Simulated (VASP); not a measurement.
Input of a VASP 6.6.1 run:

File INCAR:

```
SYSTEM = AlO2
PREC = Accurate ; ENCUT = 520
EDIFF = 1E-6 ; ISMEAR = -1
SIGMA = 0.2232 ; LREAL = Auto
LASPH = .True. ; NELM = 80
ALGO = Normal ; ISIF = 2
LWAVE = .False. ; LCHARG = .False.
GGA = PE ; NBANDS = 68
```

File KPOINTS:

```
Automatic mesh
0
Gamma
  4 4 4
  0 0 0
```

POSCAR

```
AlO2
1.0
    6.4996670000      0.1708480000     -0.1040210000
    0.1708480000      6.4981630000      0.0496030000
   -0.1040210000      0.0496030000      6.1066860000
Al O
7 14
Direct
    0.7823736639      0.2623989272      0.7120976028
    0.0731917906      0.0726152026      0.2686518157
    0.5263433738      0.6879520947      0.9000782113
    0.5369605510      0.9190981084      0.4132844977
    0.1736513715      0.9461227549      0.7352576578
    0.6778143336      0.4027490031      0.2368414486
    0.1312702736      0.4472294636      0.9417936890
    0.7015035715      0.4093734910      0.9581840795
    0.2534870440      0.6472347524      0.8715973004
    0.4696134380      0.1735357314      0.3717993509
    0.9496026754      0.0243258210      0.9277439723
    0.9300277246      0.8340593958      0.0855675302
    0.0841018066      0.3128710117      0.6725210327
    0.0385284627      0.3549187860      0.2232418391
    0.6515220673      0.7053889117      0.5992385596
    0.7425848286      0.4975086071      0.5061624897
    0.2683129888      0.8768789988      0.4662943130
    0.4980471440      0.9455492296      0.7837133819
    0.2860634173      0.1024892771      0.9983861805
    0.8401433441      0.0822430203      0.4078736921
    0.5761068076      0.7212646836      0.1988592048
```

Potentials or basis: VASP PAW PBE potentials, release 64 (Al, O).

Command:

```console
$ cat potpaw_PBE.64/Al/POTCAR potpaw_PBE.64/O/POTCAR > POTCAR
$ mpirun -np 1 vasp_std > vasp.out
```

What does it give for the band gap on the k mesh?

Zero (an odd number of electrons rules out a gap without spin polarisation).

What does it give for the pressure?

-10.4 GPa.

What does it give for the largest force?

5.435 eV/Å.

Stress tensor (GPa, compression positive):
```
 -5.79   2.65   4.76
  2.65 -14.64  -0.47
  4.76  -0.47 -10.67
```

Caveat: the atoms stand as in a frame of molecular dynamics; an odd number of electrons without spin polarisation forces a metal; a magnetic or distorted state may lie lower.
